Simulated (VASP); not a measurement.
# HfN (Cmcm) in VASP: relaxation of shape and atoms at fixed volume with PBEsol

Aim: the relaxation of shape and atoms at fixed volume of HfN with PBEsol.

Everything below comes from runs of VASP 6.6.1. Logs are shortened: lines on timing, memory, paths and dates and some standing lists are left out, and cuts for length are marked.

## 1. The cell of the first run

Symmetry: Cmcm, No. 63, orthorhombic system. The conventional cell has a = 3.175 Å, b = 10.873 Å, c = 3.099 Å, α = 90.00°, β = 90.00°, γ = 90.00°. Within 2.9 Å of Hf (site symmetry m2m) lie 5 N at 2.22 to 2.23 Å. Within 2.9 Å of N (site symmetry m2m) lie 5 Hf at 2.22 to 2.23 Å.

## 2. Relaxation of shape and atoms at fixed volume, PBEsol (13.37 Å³/atom)

Contents of INCAR:

```
SYSTEM = HfN
PREC     = Accurate       ! precision mode
ENCUT    = 600            ! plane-wave cutoff, eV
EDIFF    = 1E-6           ! SCF threshold, eV
ISMEAR   = 0              ! smearing method
SIGMA    = 0.05           ! smearing width, eV
LREAL    = .False.        ! projectors in reciprocal space
LASPH    = .True.         ! aspherical terms in the spheres
NELM     = 100            ! most SCF steps
ALGO     = Normal         ! electronic algorithm
ISIF     = 4              ! what is computed and relaxed
LWAVE    = .False.        ! write WAVECAR
LCHARG   = .False.        ! write CHGCAR
GGA      = PS             ! functional
IBRION   = 2              ! ionic algorithm
NSW      = 60             ! ionic steps
EDIFFG   = -0.01          ! ionic threshold
```

Contents of KPOINTS:

```
regular mesh
0
Gamma
  10 10 10
  0 0 0
```

Contents of POSCAR:

```
HfN
1.0
    1.5872583062     -5.4362885068      0.0000000000
    1.5872583062      5.4362885068      0.0000000000
    0.0000000000      0.0000000000      3.0991657388
Hf N
2 2
Direct
    0.8551425796      0.1448574204      0.2500000000
    0.1448574204      0.8551425796      0.7500000000
    0.6500840151      0.3499159849      0.2500000000
    0.3499159849      0.6500840151      0.7500000000
```

Potentials or basis: VASP PAW PBE potentials, release 64 (Hf_pv, N).

Launch:

```sh
cat potpaw_PBE.64/Hf_pv/POTCAR potpaw_PBE.64/N/POTCAR > POTCAR
mpirun -np 1 vasp_std > vasp.out
```

OUTCAR:

```text
SYSTEM = HfN
   PREC = Accurate
   ENCUT = 600
   EDIFF = 1E-6
   ISMEAR = 0
   LREAL = .False.
   LASPH = .True.
   NELM = 100
   ISIF = 4
   GGA = PS
   IBRION = 2
   NSW = 60
   EDIFFG = -0.01

 ion  position               nearest neighbor table
   1  0.855  0.145  0.250-   4 2.22   4 2.22   4 2.22   4 2.22   3 2.23   2 3.19   2 3.19   2 3.19
                             2 3.19   2 3.51   2 3.51
   2  0.145  0.855  0.750-   3 2.22   3 2.22   3 2.22   3 2.22   4 2.23   1 3.19   1 3.19   1 3.19
                             1 3.19   1 3.51   1 3.51
   3  0.650  0.350  0.250-   2 2.22   2 2.22   2 2.22   2 2.22   1 2.23
   4  0.350  0.650  0.750-   1 2.22   1 2.22   1 2.22   1 2.22   2 2.23

  LATTYP: Found a base centered orthorhombic cell.
 ALAT       =     3.1745166124
 B/A-ratio  =     3.4249551479
 C/A-ratio  =     0.9762638276

  Lattice vectors:

 A1 = (   1.5872583062,  -5.4362885068,   0.0000000000)
 A2 = (   1.5872583062,   5.4362885068,   0.0000000000)
 A3 = (   0.0000000000,   0.0000000000,   3.0991657388)

Analysis of symmetry for initial positions (statically):
=====================================================================
 Subroutine PRICEL returns:
 Original cell was already a primitive cell.

 Routine SETGRP: Setting up the symmetry group for a
 base centered orthorhombic supercell.

 Subroutine GETGRP returns: Found  8 space group operations
 (whereof  4 operations were pure point group operations)
 out of a pool of  8 trial point group operations.

The static configuration has the point symmetry C_2h.
 The point group associated with its full space group is D_2h.

Analysis of symmetry for dynamics (positions and initial velocities):
=====================================================================
 Subroutine PRICEL returns:
 Original cell was already a primitive cell.

 Routine SETGRP: Setting up the symmetry group for a
 base centered orthorhombic supercell.

 Subroutine GETGRP returns: Found  8 space group operations
 (whereof  4 operations were pure point group operations)
 out of a pool of  8 trial point group operations.

The dynamic configuration has the point symmetry C_2h.
 The point group associated with its full space group is D_2h.

 Subroutine INISYM returns: Found  8 space group operations
 (whereof  4 operations are pure point group operations),
 and found     1 'primitive' translations

----------------------------------------------------------------------------------------

                                     Primitive cell
[... 106 lines left out ...]
   NELECT =      30.0000    total number of electrons
   NUPDOWN=      -1.0000    fix difference up-down
   EMIN   =  10.00;   EMAX   =-10.00  energy-range for DOS
   EFERMI =   0.00;   METHOD = LEGACY
   ISMEAR =     0;   SIGMA  =   0.05  broadening in eV -4-tet -1-fermi 0-gaus
   EFERMI_NEDOS =   21; number of points for ismear=-14 and -15
   IALGO  =     38    algorithm
   IMIX   =      4    mixing-type and parameters
     AMIX     =   0.40;   BMIX     =  1.00
     AMIX_MAG =   1.60;   BMIX_MAG =  1.00
  volume/ion in A,a.u.               =      13.37        90.23
  Fermi-wavevector in a.u.,A,eV,Ry     =   1.350124  2.551364 24.801168  1.822834
  Thomas-Fermi vector in A             =   2.477654
   LORBIT       =      0    0 simple, 1 ext, 2 COOP (PROOUT), +10 PAW based schemes
   GGA     = PS    functional components
   LHFCALC =     F    Hartree Fock is set to
   AEXX    =    0.0000 exact exchange contribution
   IVDW    =     0    specifies the selected vdW correction
   LEPSILON=     F    determine dielectric tensor
   LRPA    =     F    only Hartree local field effects (RPA)
 conjugate gradient relaxation of ions
 non-spin polarized calculation
 Gauss-broadening in eV      SIGMA  =   0.05
  energy-cutoff  :      600.00
  volume of cell :       53.48
 maximum number of plane-waves:      1810
 NGX is ok and might be reduce to    48
   NGX = 23   NGY = 23   NGZ = 13

--------------------------------------- Ionic step        1  -------------------------------------------

 number of electron      30.0000000 magnetization

 Free energy of the ion-electron system (eV)
  ---------------------------------------------------
  ext. energy  EPLUGINS =         0.00000000
  ---------------------------------------------------
  free energy    TOTEN  =       -44.49985942 eV

  energy without entropy =      -44.49697316  energy(sigma->0) =      -44.49841629

------------------------ aborting loop because EDIFF is reached ----------------------------------------

  FORCE on cell =-STRESS in cart. coord.  units (eV):
  Direction    XX          YY          ZZ          XY          YZ          ZX
  --------------------------------------------------------------------------------------
  -------------------------------------------------------------------------------------
  Total       -2.3663446     -1.2523108     -2.4204289      0.0000000     -0.0000000      0.0000000
  in kB      -70.8865211    -37.5143839    -72.5066779      0.0000000     -0.0000000      0.0000000
  external PRESSURE =     -60.3025276 kB  Pullay stress =       0.0000000 kB
[... 177 lines left out ...]
--------------------------------------- Ionic step        6  -------------------------------------------

 number of electron      30.0000001 magnetization

 Free energy of the ion-electron system (eV)
  ---------------------------------------------------
  ext. energy  EPLUGINS =         0.00000000
  ---------------------------------------------------
  free energy    TOTEN  =       -44.51549105 eV

  energy without entropy =      -44.51268840  energy(sigma->0) =      -44.51408972

 E-fermi :   6.1456     XC(G=0): -11.9376

 val. band max:        6.1381706660   @ k =   0.4000   0.1000   0.0000
 cond. band min:       6.1464796255   @ k =   0.1000   0.0000   0.2000
 fundamental gap:      0.0083089595
 Fermi energy:         6.1456418087

 k-point     1 :       0.0000    0.0000    0.0000
  band No.  band energies     occupation
      1     -25.1942      2.00000
      2     -24.6803      2.00000
      3     -24.6232      2.00000
      4     -24.6151      2.00000
      5     -24.5165      2.00000
      6     -24.4486      2.00000
[... 505 lines left out ...]
      6     -24.4440      2.00000
[... 11 lines left out ...]
     18       9.3354      0.00000
     19       9.3825      0.00000

 [... further k-points ...]

------------------------ aborting loop because EDIFF is reached ----------------------------------------

  FORCE on cell =-STRESS in cart. coord.  units (eV):
  Direction    XX          YY          ZZ          XY          YZ          ZX
  --------------------------------------------------------------------------------------
  -------------------------------------------------------------------------------------
  Total       -0.8188953     -0.8496929     -0.8684884      0.0000000      0.0000000      0.0000000
  in kB      -24.5309329    -25.4535088    -26.0165503      0.0000000      0.0000000      0.0000000
  external PRESSURE =     -25.3336640 kB  Pullay stress =       0.0000000 kB
[... 19 lines left out ...]
  FREE ENERGIE OF THE ION-ELECTRON SYSTEM (eV)
  ---------------------------------------------------
  free  energy   TOTEN  =       -44.5154910477 eV

  energy  without entropy=      -44.5126884000  energy(sigma->0) =      -44.51408972

 reached required accuracy - stopping structural energy minimisation
```

CONTCAR:

```text
HfN
   1.00000000000000
     1.5767872264427865   -5.5052049391137592   -0.0000000000000000
     1.5767872264427865    5.5052049391137592    0.0000000000000000
     0.0000000000000000   -0.0000000000000000    3.0806923046013104
  Hf              N
     2     2
Direct
     0.8533340294753067    0.1466659705246934    0.2500000000000000
     0.1466659705246934    0.8533340294753067    0.7500000000000000
     0.6524105070754002    0.3475894929246000    0.2500000000000000
     0.3475894929246000    0.6524105070754002    0.7500000000000000

  0.00000000E+00  0.00000000E+00  0.00000000E+00
  0.00000000E+00  0.00000000E+00  0.00000000E+00
  0.00000000E+00  0.00000000E+00  0.00000000E+00
  0.00000000E+00  0.00000000E+00  0.00000000E+00
```

It took 7.2 min on 1 thread of Intel Xeon 6975P-C (Granite Rapids), shared host; peak memory 0.4 GiB.

What came out:

```
Free energy                  : -44.5155 eV
Energy gained by relaxing    : 3.9 meV/atom
Ionic steps                  : 6
Pressure after relaxing      : -2.5 GPa
Largest force after relaxing : 0.010 eV/Å
Band gap on the k mesh       : zero (bands 15 and 16 overlap by 4.86 eV)
```

Forces in eV/Å, atoms in the order of the input:
```
Hf   0.000 -0.010  0.000
Hf   0.000  0.010  0.000
N    0.000 -0.010  0.000
N    0.000  0.010  0.000
```

Step by step:
| step | energy change (eV) | largest force (eV/Å) | pressure (GPa) | volume (Å³) |
| --- | --- | --- | --- | --- |
| 1 | 0.0000 | 0.2258 | -6.03 | 53.48 |
| 2 | -0.0118 | 0.1436 | -4.01 | 53.48 |
| 3 | -0.0132 | 0.1369 | -3.00 | 53.48 |
| 4 | -0.0152 | 0.0587 | -2.71 | 53.48 |
| 5 | -0.0154 | 0.0433 | -2.60 | 53.48 |
| 6 | -0.0156 | 0.0100 | -2.53 | 53.48 |

Final structure:
```xyz
4
Lattice="1.5768 -5.5052 0.0000 1.5768 5.5052 0.0000 0.0000 0.0000 3.0807" Properties=species:S:1:pos:R:3 pbc="T T T"
Hf    1.5768   -3.8904    0.7702
Hf    1.5768    3.8904    2.3105
N     1.5768   -1.6781    0.7702
N     1.5768    1.6781    2.3105
```

Caveat: the PAW data sets were made with another functional, which shifts forces and pressure a little; spin-orbit coupling is left out, which moves the levels of the heavy elements.
